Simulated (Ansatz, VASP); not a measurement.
**Two plane-wave programs on WC**

The input INCAR:

```
SYSTEM = WC
PREC = Accurate
ENCUT = 600
EDIFF = 1E-6
ISMEAR = -1
SIGMA = 0.05
LREAL = .False.
LASPH = .True.
NELM = 150
ALGO = Normal
ISIF = 3
LWAVE = .False.
LCHARG = .False.
LMAXMIX = 4
LDAU = .True.
LDAUTYPE = 2
LDAUL = 2 -1
LDAUU = 3.5 0
LDAUJ = 0 0
LDAUPRINT = 1
GGA = PS
IBRION = 2
NSW = 60
EDIFFG = -0.01
```

The input KPOINTS:

```
Automatic mesh
0
Gamma
  10 10 9
  0 0 0
```

Contents of POSCAR:

```
WC
1.0
    2.9065000000      0.0000000000      0.0000000000
   -1.4532500000      2.5171028361      0.0000000000
    0.0000000000      0.0000000000      2.8366000000
W C
1 1
Direct
    0.0000000000      0.0000000000      0.0000000000
    0.6666666667      0.3333333333      0.5000000000
```

File input.yaml:

```yaml
crystal:
  lattice:
    - [2.9065, 0.0, 0.0]
    - [-1.45325, 2.5171028361, 0.0]
    - [0.0, 0.0, 2.8366]
  atoms:
    - { symbol: W, position: [0.0, 0.0, 0.0] }
    - { symbol: C, position: [0.6666666667, 0.3333333333, 0.5] }
hamiltonian:
  xc: pbesol
  pseudopotentials: { kind: paw }
  hubbard: { sites: [{ species: W, l: d, u_eff: 3.5 }] }
kpoints:
  mp_grid: { grid: [10, 10, 9] }
scf:
  occupations: { method: fermi_dirac, width: 0.05 }
output:
  forces: true
  stress: true
relax:
  f_tol: 0.01
  max_steps: 40
  cell: { stress_tol: 0.05 }
```

Alike in both runs: task relaxation of cell and atoms; functional PBEsol; k mesh 10 × 10 × 9; occupations fermi-dirac, width 0.05 eV; no spin polarisation; Hubbard terms W d U = 3.5 eV.

```csv
,VASP,Ansatz
version,VASP 6.6.1,Ansatz 0.2.0
potentials or method,"VASP PAW PBE potentials, release 64 (W_sv, C)",Ansatz PAW
plane-wave cutoff (eV),600,420
valence electrons in the cell,18,18
```

|  | VASP | Ansatz | Ansatz less VASP |
| --- | --- | --- | --- |
| relaxed volume (Å³/atom) | 10.51 | 10.30 | -0.214 |
| relaxed cell length with the largest relative difference (Å) | 2.848 | 2.826 | -0.0220 |

VASP's potentials were made for PBE, not for PBEsol. The programs project onto different local orbitals, so the same U acts differently, and such runs can settle in different states.

Spin-orbit coupling is off throughout. Noted on Ansatz's run: the plane-wave basis is chosen anew once the cell has moved, so the energies of steps on either side of that aren't comparable.
